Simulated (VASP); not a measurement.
# Sn5Ge (P3m1) in VASP: single point with PBE

Aim: the single point of Sn5Ge with PBE.

Everything below comes from runs of VASP 6.6.1. Logs are shortened: lines on timing, memory, paths and dates and some standing lists are left out, and cuts for length are marked.

### Step 1. The cell of the first run

The structure is trigonal, space group P3m1 (No. 156). The conventional cell has a = 4.552 Å, b = 4.552 Å, c = 11.108 Å, α = 90.00°, β = 90.00°, γ = 120.00°. Within 3.5 Å of Ge (site symmetry 3m) lie 4 Sn at 2.66 to 2.74 Å. Sn (site symmetry 3m) has 4 Sn at 2.81 to 2.84 Å within 3.7 Å. Within 3.7 Å of Sn (site symmetry 3m) lie 4 Sn at 2.81 to 2.83 Å. Within 3.6 Å of Sn (site symmetry 3m) lie 3 Ge at 2.74 Å and 1 Sn at 2.84 Å. Sn (site symmetry 3m) has 4 Sn at 2.81 to 2.83 Å within 3.7 Å. Sn (site symmetry 3m) has 1 Ge at 2.66 Å and 3 Sn at 2.81 Å within 3.5 Å.

### Step 2. Single point, PBE, non-collinear spin, zero start, spin-orbit coupling

INCAR

```
PREC = Accurate
ENCUT = 520
EDIFF = 1E-6
ISMEAR = -1
SIGMA = 0.02
LREAL = False
LASPH = True
NELM = 150
ALGO = Normal
ISIF = 2
LWAVE = False
LCHARG = False
LNONCOLLINEAR = True
MAGMOM = 0 0 0 0 0 0 0 0 0 0 0 0 0 0 0 0 0 0
LORBIT = 11
LSORBIT = True
GGA_COMPAT = False
LORBMOM = True
GGA = PE
NBANDS = 100
KPAR = 4
```

KPOINTS

```
regular mesh
0
Gamma
  6 6 2
```

POSCAR

```
Sn5Ge
1.0
    4.5519137646      0.0000000000      0.0000000000
   -2.2759568823      3.9420729559      0.0000000000
    0.0000000000      0.0000000000     11.1084316649
Ge Sn
1 5
Direct
    0.0000000000      0.0000000000     -0.0008948992
    0.6666666667      0.3333333333      0.6727183720
    0.3333333333      0.6666666667      0.3280768602
    0.6666666667      0.3333333333      0.9288297058
    0.3333333333      0.6666666667      0.5828803769
    0.0000000000      0.0000000000      0.2383895844
```

Potentials or basis: VASP PAW PBE potentials, release 64 (Ge_d, Sn_d).

The run is started by

```bash
cat potpaw_PBE.64/Ge_d/POTCAR potpaw_PBE.64/Sn_d/POTCAR > POTCAR
mpirun -np 4 vasp_ncl > vasp.out
```

OUTCAR:

```text
PREC = Accurate
   ENCUT = 520
   EDIFF = 1E-6
   ISMEAR = -1
   LREAL = False
   LASPH = True
   NELM = 150
   ISIF = 2
   LNONCOLLINEAR = True
   LORBIT = 11
   LSORBIT = True
   GGA = PE

 ion  position               nearest neighbor table
   1  0.000  0.000  0.999-   6 2.66   4 2.74   4 2.74   4 2.74
   2  0.667  0.333  0.673-   5 2.81   5 2.81   5 2.81   4 2.84
   3  0.333  0.667  0.328-   6 2.81   6 2.81   6 2.81   5 2.83
   4  0.667  0.333  0.929-   1 2.74   1 2.74   1 2.74   2 2.84
   5  0.333  0.667  0.583-   2 2.81   2 2.81   2 2.81   3 2.83
   6  0.000  0.000  0.238-   1 2.66   3 2.81   3 2.81   3 2.81

  LATTYP: Found a hexagonal cell.
 ALAT       =     4.5519137646
 C/A-ratio  =     2.4403871074

  Lattice vectors:

 A1 = (   4.5519137646,   0.0000000000,   0.0000000000)
 A2 = (  -2.2759568823,   3.9420729559,   0.0000000000)
 A3 = (   0.0000000000,   0.0000000000,  11.1084316649)

Analysis of symmetry for initial positions (statically):
=====================================================================
 Subroutine PRICEL returns:
 Original cell was already a primitive cell.

 Routine SETGRP: Setting up the symmetry group for a
 hexagonal supercell.

 Subroutine GETGRP returns: Found  6 space group operations
 (whereof  6 operations were pure point group operations)
 out of a pool of 24 trial point group operations.

The static configuration has the point symmetry C_3v.

Analysis of symmetry for dynamics (positions and initial velocities):
=====================================================================
 Subroutine PRICEL returns:
 Original cell was already a primitive cell.

 Routine SETGRP: Setting up the symmetry group for a
 hexagonal supercell.

 Subroutine GETGRP returns: Found  6 space group operations
 (whereof  6 operations were pure point group operations)
 out of a pool of 24 trial point group operations.

The dynamic configuration has the point symmetry C_3v.

Analysis of structural, dynamic, and magnetic symmetry:
=====================================================================
 Subroutine PRICEL returns:
 Original cell was already a primitive cell.

 Routine SETGRP: Setting up the symmetry group for a
 hexagonal supercell.

 Subroutine GETGRP returns: Found  6 space group operations
 (whereof  6 operations were pure point group operations)
 out of a pool of 24 trial point group operations.

The overall configuration has the point symmetry C_3v.

 Subroutine INISYM returns: Found  6 space group operations
 (whereof  6 operations are pure point group operations),
 and found     1 'primitive' translations

----------------------------------------------------------------------------------------

                                     Primitive cell

  volume of cell :     199.3294

  direct lattice vectors                    reciprocal lattice vectors
     4.551913765  0.000000000  0.000000000     0.219687817  0.126836821  0.000000000
    -2.275956882  3.942072956  0.000000000     0.000000000  0.253673641  0.000000000
     0.000000000  0.000000000 11.108431665     0.000000000  0.000000000  0.090021709

  length of vectors
     4.551913765  4.551913765 11.108431665     0.253673641  0.253673641  0.090021709

  position of ions in fractional coordinates (direct lattice)
     0.000000000  0.000000000  0.999105101
     0.666666667  0.333333333  0.672718372
     0.333333333  0.666666667  0.328076860
     0.666666667  0.333333333  0.928829706
     0.333333333  0.666666667  0.582880377
     0.000000000  0.000000000  0.238389584

  ion indices of the primitive-cell ions
   primitive index   ion index
                 1           1
                 2           2
                 3           3
                 4           4
                 5           5
[... 123 lines left out ...]
 fundamental gap:      0.1376603287
 Fermi energy:         5.1391607378

 k-point     1 :       0.0000    0.0000    0.0000
  band No.  band energies     occupation
      1     -19.7460      1.00000
      2     -19.7460      1.00000
      3     -19.7426      1.00000
      4     -19.7426      1.00000
      5     -19.1684      1.00000
      6     -19.1684      1.00000
[... 1969 lines left out ...]
     95       8.5287      0.00000
     96       8.5494      0.00000
 [bands above 96 left out]

------------------------ aborting loop because EDIFF is reached ----------------------------------------

  FORCE on cell =-STRESS in cart. coord.  units (eV):
  Direction    XX          YY          ZZ          XY          YZ          ZX
  --------------------------------------------------------------------------------------
  -------------------------------------------------------------------------------------
  Total        2.0008527      2.0008527      2.1764790     -0.0000000      0.0000000     -0.0000000
  in kB       16.0825266     16.0825266     17.4941817     -0.0000000      0.0000000     -0.0000000
  external PRESSURE =      16.5530783 kB  Pullay stress =       0.0000000 kB

 VOLUME and BASIS-vectors are now :
 -----------------------------------------------------------------------------
  energy-cutoff  :      520.00
  volume of cell :      199.33
      direct lattice vectors                 reciprocal lattice vectors
     4.551913765  0.000000000  0.000000000     0.219687817  0.126836821  0.000000000
    -2.275956882  3.942072956  0.000000000     0.000000000  0.253673641  0.000000000
     0.000000000  0.000000000 11.108431665     0.000000000  0.000000000  0.090021709

 POSITION                                       TOTAL-FORCE (eV/Angst)
 -----------------------------------------------------------------------------------
      0.00000      0.00000     11.09849        -0.000000      0.000000     -0.076520
      2.27596      1.31402      7.47285         0.000000      0.000000      0.007090
     -0.00000      2.62805      3.64442         0.000000     -0.000000      0.030975
      2.27596      1.31402     10.31784         0.000000     -0.000000      0.048940
     -0.00000      2.62805      6.47489         0.000000      0.000000     -0.015793
      0.00000      0.00000      2.64813         0.000000      0.000000      0.005309
 -----------------------------------------------------------------------------------
    total drift:                               -0.000000      0.000000      0.000047

  FREE ENERGIE OF THE ION-ELECTRON SYSTEM (eV)
  ---------------------------------------------------
  free  energy   TOTEN  =       -23.7974833546 eV

  energy  without entropy=      -23.7963995596  energy(sigma->0) =      -23.79694146

 orbital moment (x)

 # of ion     p       d       tot
 ----------------------------------------
  1         0.000   0.000   0.000
  2         0.000  -0.000  -0.000
  3         0.000  -0.000  -0.000
  4         0.000  -0.000  -0.000
  5         0.000   0.000   0.000
  6         0.000   0.000   0.000
 ----------------------------------------
            0.000  -0.000  -0.000

 orbital moment (y)

 # of ion     p       d       tot
 ----------------------------------------
  1         0.000   0.000   0.000
  2         0.000   0.000   0.000
  3         0.000   0.000   0.000
  4        -0.000  -0.000  -0.000
  5         0.000  -0.000   0.000
  6        -0.000   0.000  -0.000
 ----------------------------------------
            0.000  -0.000   0.000

 orbital moment (z)

 # of ion     p       d       tot
 ----------------------------------------
  1        -0.000  -0.000  -0.000
  2         0.000  -0.000  -0.000
  3         0.000  -0.000  -0.000
  4         0.000  -0.000  -0.000
  5         0.000   0.000   0.000
  6         0.000  -0.000  -0.000
 ----------------------------------------
           -0.000  -0.000  -0.000

 Spin-Orbit-Coupling matrix elements

 Ion:    1  E_soc:     -0.0202814
 l=   1
     0.0000000    -0.0025269    -0.0022826
    -0.0025269     0.0000000    -0.0025269
    -0.0022826    -0.0025269     0.0000000
 l=   2
     0.0000000    -0.0001888     0.0000000    -0.0001888    -0.0007434
    -0.0001888     0.0000000    -0.0005565    -0.0001928    -0.0001888
     0.0000000    -0.0005565     0.0000000    -0.0005565     0.0000000
    -0.0001888    -0.0001928    -0.0005565     0.0000000    -0.0001888
    -0.0007434    -0.0001888     0.0000000    -0.0001888     0.0000000
 l=   3
     0.0000000     0.0000000     0.0000000     0.0000000     0.0000000     0.0000000     0.0000000
     0.0000000     0.0000000     0.0000000     0.0000000     0.0000000     0.0000000     0.0000000
     0.0000000     0.0000000     0.0000000     0.0000000     0.0000000     0.0000000     0.0000000
     0.0000000     0.0000000     0.0000000     0.0000000     0.0000000     0.0000000     0.0000000
[... 89 lines left out ...]
 l=   2
     0.0000000    -0.0012453     0.0000000    -0.0012453    -0.0049487
    -0.0012453     0.0000000    -0.0037453    -0.0012429    -0.0012453
     0.0000000    -0.0037453     0.0000000    -0.0037453     0.0000000
    -0.0012453    -0.0012429    -0.0037453     0.0000000    -0.0012453
    -0.0049487    -0.0012453     0.0000000    -0.0012453     0.0000000
 l=   3
     0.0000000     0.0000000     0.0000000     0.0000000     0.0000000     0.0000000     0.0000000
     0.0000000     0.0000000     0.0000000     0.0000000     0.0000000     0.0000000     0.0000000
     0.0000000     0.0000000     0.0000000     0.0000000     0.0000000     0.0000000     0.0000000
     0.0000000     0.0000000     0.0000000     0.0000000     0.0000000     0.0000000     0.0000000
     0.0000000     0.0000000     0.0000000     0.0000000     0.0000000     0.0000000     0.0000000
     0.0000000     0.0000000     0.0000000     0.0000000     0.0000000     0.0000000     0.0000000
     0.0000000     0.0000000     0.0000000     0.0000000     0.0000000     0.0000000     0.0000000

 total charge

# of ion       s       p       d       tot
------------------------------------------
    1        1.165   1.127   9.992  12.285
    2        1.164   1.216   9.967  12.347
    3        1.164   1.217   9.967  12.348
    4        1.174   1.120   9.972  12.267
    5        1.163   1.214   9.968  12.344
    6        1.160   1.218   9.974  12.353
--------------------------------------------------
tot          6.990   7.112  59.841  73.943

 magnetization (x)

# of ion       s       p       d       tot
------------------------------------------
    1        0.000   0.000   0.000   0.000
    2        0.000   0.000   0.000   0.000
    3        0.000   0.000   0.000   0.000
    4        0.000   0.000   0.000   0.000
    5        0.000   0.000   0.000   0.000
    6        0.000   0.000   0.000   0.000
--------------------------------------------------
tot          0.000   0.000   0.000   0.000

 magnetization (y)

# of ion       s       p       d       tot
------------------------------------------
    1        0.000   0.000   0.000   0.000
    2        0.000   0.000   0.000   0.000
    3        0.000   0.000   0.000   0.000
    4        0.000   0.000   0.000   0.000
    5        0.000   0.000   0.000   0.000
    6        0.000   0.000   0.000   0.000
--------------------------------------------------
tot          0.000   0.000   0.000   0.000

 magnetization (z)

# of ion       s       p       d       tot
------------------------------------------
    1       -0.000   0.000   0.000  -0.000
    2        0.000  -0.000   0.000  -0.000
    3        0.000   0.000   0.000   0.000
    4        0.000  -0.000   0.000  -0.000
    5        0.000   0.000   0.000   0.000
    6       -0.000   0.000   0.000  -0.000
--------------------------------------------------
tot         -0.000  -0.000   0.000  -0.000
```

It took 12 min on 4 MPI ranks of Oxide Virtual Turin-like, shared host; peak memory 1.1 GiB.

What came out:

```
Free energy                                           : -23.7975 eV
Pressure                                              : 1.7 GPa
Largest force                                         : 0.077 eV/Å
Net moment                                            : 0.00 μB per cell
Valence electrons inside the program's atomic spheres : Ge 12.29; Sn 12.35, 12.27, 12.34 (each value once)
```

Forces in eV/Å, atoms in the order of the input:
```
Ge   0.000  0.000 -0.077
Sn   0.000  0.000  0.007
Sn   0.000  0.000  0.031
Sn   0.000  0.000  0.049
Sn   0.000  0.000 -0.016
Sn   0.000  0.000  0.005
```

Stress tensor (GPa, compression positive):
```
1.61 0.00 0.00
0.00 1.61 0.00
0.00 0.00 1.75
```

Moments on the atoms (μB; x, y, z):
```
Ge  0.00 0.00 0.00
Sn  0.00 0.00 0.00
Sn  0.00 0.00 0.00
Sn  0.00 0.00 0.00
Sn  0.00 0.00 0.00
Sn  0.00 0.00 0.00
```
